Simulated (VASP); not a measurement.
A run of VASP 6.6.1 is set up as follows.

The input INCAR:

```
PREC = Accurate
ENCUT = 520
EDIFF = 1E-7
ISMEAR = -1
SIGMA = 0.05
LREAL = False
LASPH = True
NELM = 150
ALGO = Normal
ISIF = 2
LWAVE = False
LCHARG = False
LMAXMIX = 4
LDAU = True
LDAUTYPE = 2
LDAUL = 2 -1
LDAUU = 4 0
LDAUJ = 0 0
LDAUPRINT = 1
GGA = PE
NBANDS = 16
```

Contents of KPOINTS:

```
Automatic mesh
0
Gamma
  8 8 8
```

File POSCAR:

```
TaTe
1.0
    3.4200900000      0.0000000000      0.0000000000
    0.0000000000      3.4200900000      0.0000000000
    0.0000000000      0.0000000000      3.4200900000
Ta Te
1 1
Direct
    0.5000000000      0.5000000000      0.5000000000
    0.0000000000      0.0000000000      0.0000000000
```

Potentials or basis: VASP PAW PBE potentials, release 64 (Ta_pv, Te).

Command:

```sh
$ cat potpaw_PBE.64/Ta_pv/POTCAR potpaw_PBE.64/Te/POTCAR > POTCAR
$ mpirun -np 1 vasp_std > vasp.out
```

Predict the pressure.

5.7 GPa.

Eigenvalues of the final occupation matrices:
```
    site  spin  trace               eigenvalues
site 1 d     1   1.11  0.19 0.19 0.19 0.28 0.28
site 1 d     2   1.11  0.19 0.19 0.19 0.28 0.28
```

Caveat: spin-orbit coupling is left out, which moves the levels of the heavy elements; U without spin polarisation on a metal has little footing; the U is typed as a test and isn't derived for this compound.
